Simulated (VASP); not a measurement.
A run of VASP 6.6.1 is set up as follows.

Contents of POSCAR:

```
KCl
1.0
    0.0000000000      3.5072828324      3.5072828324
    3.5072828324      0.0000000000      3.5072828324
    3.5072828324      3.5072828324      0.0000000000
K Cl
1 1
Direct
    0.0000000000      0.0000000000      0.0000000000
    0.2500000000      0.2500000000      0.2500000000
```

INCAR.step1

```
ALGO = Normal
EDIFF = 1E-5
ENCUT = 520
GGA = PE
ISIF = 2
ISMEAR = 0
LASPH = True
LCHARG = False
LREAL = False
LWAVE = True
NBANDS = 15
NELM = 60
PREC = Accurate
SIGMA = 0.01
```

The input INCAR.step2:

```
AEXX = 0.05
ALGO = Normal
EDIFF = 1E-6
ENCUT = 520
GGA = PE
HFSCREEN = 0.3
ISIF = 2
ISMEAR = 0
ISTART = 1
LASPH = True
LCHARG = False
LHFCALC = True
LREAL = False
LWAVE = False
NBANDS = 15
NELM = 60
PREC = Accurate
PRECFOCK = Normal
SIGMA = 0.01
```

File KPOINTS:

```
k-points
0
Gamma
  4 4 4
```

Potentials or basis: VASP PAW PBE potentials, release 64 (K_sv, Cl).

Launch:

```bash
$ cat potpaw_PBE.64/K_sv/POTCAR potpaw_PBE.64/Cl/POTCAR > POTCAR
$ cp INCAR.step1 INCAR
$ mpirun -np 1 vasp_std > vasp.out
$ cp INCAR.step2 INCAR
$ mpirun -np 1 vasp_std > vasp.out
```

What does it give for the pressure?

0.3 GPa.

Predict the band gap on the k mesh.

4.97 eV (least direct gap 5.01 eV).

Caveat: the structure was generated, so it needn't be the stable form of KCl; the PAW data sets were made with another functional, which shifts forces and pressure a little. A k mesh can miss the band edges.
